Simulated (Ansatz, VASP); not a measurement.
**CoO: VASP beside Ansatz**

```
Co O
1.0
     0.00000    2.13561    2.13561
     2.13561    0.00000    2.13561
     2.13561    2.13561    0.00000
Co O
1 1
Direct
  0.00000 0.00000 0.00000
  0.50000 0.50000 0.50000
```

Alike in both runs: task single point; functional PBE; k mesh 18 × 18 × 18; occupations gaussian, width 0.15 eV; collinear spin; Hubbard terms Co d U = 3.32 eV.

```csv
,VASP,Ansatz
version,VASP 6.6.1,Ansatz 0.2.0
potentials or method,"VASP PAW PBE potentials, release 64 (Co, O), cutoff 520 eV","scalar-relativistic, plane waves, PAW"
valence electrons in the cell,15,23
```

|  | VASP | Ansatz | Ansatz less VASP |
| --- | --- | --- | --- |
| pressure (GPa) | -2.9 | 7.0 | +9.94 |
| net moment per atom (μB) | 1.50 | 1.50 | +0.002 |
| size of the moment on the site where the two differ most (μB) | 2.73 | 2.60 | -0.126 |

Site moments also hang on the region over which each program counts them. The programs project onto different local orbitals, so the same U acts differently, and such runs can settle in different states. VASP's potentials hold 15 valence electrons a cell and Ansatz's 23, so a difference there can come from the potentials and not from the codes. Ansatz's warnings: look outside group, minimisation memory short, reached outside group.
